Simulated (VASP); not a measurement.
Input of a VASP 6.6.1 run:

INCAR

```
PREC = Accurate
ENCUT = 600
EDIFF = 1E-6
ISMEAR = 0
SIGMA = 0.05
LREAL = F
LASPH = T
NELM = 120
ALGO = Normal
ISIF = 2
LWAVE = F
LCHARG = F
GGA = PE
NBANDS = 11
GGA_COMPAT = F
```

File KPOINTS:

```
regular mesh
0
Gamma
  12 12 12
```

The input POSCAR:

```
BN
1.0
    0.0000000000      1.7835995359      1.7835995359
    1.7835995359      0.0000000000      1.7835995359
    1.6918036131      1.6918036131      0.0917959228
B N
1 1
Direct
    0.0000000000      0.0000000000      0.0000000000
    0.7500000000      0.7500000000      0.7500000000
```

Potentials or basis: VASP PAW PBE potentials, release 64 (B, N).

Launch:

```bash
$ cat potpaw_PBE.64/B/POTCAR potpaw_PBE.64/N/POTCAR > POTCAR
$ mpirun -np 1 vasp_std > vasp.out
```

**Question.** What does it give for the pressure?

**Answer.** 64.8 GPa.

**Question.** What does it give for the largest force?

**Answer.** 1.205 eV/Å.

**Question.** Predict the band gap on the k mesh.

**Answer.** 4.28 eV (least direct gap 8.51 eV).

Forces on the atoms (eV/Å):
```
B   -0.696 -0.696  0.696
N    0.696  0.696 -0.696
```

Caveat: the cell stands under pressure; forces of over 1 eV/Å act on the atoms, so gaps and moduli don't describe the material at rest. A k mesh can miss the band edges.
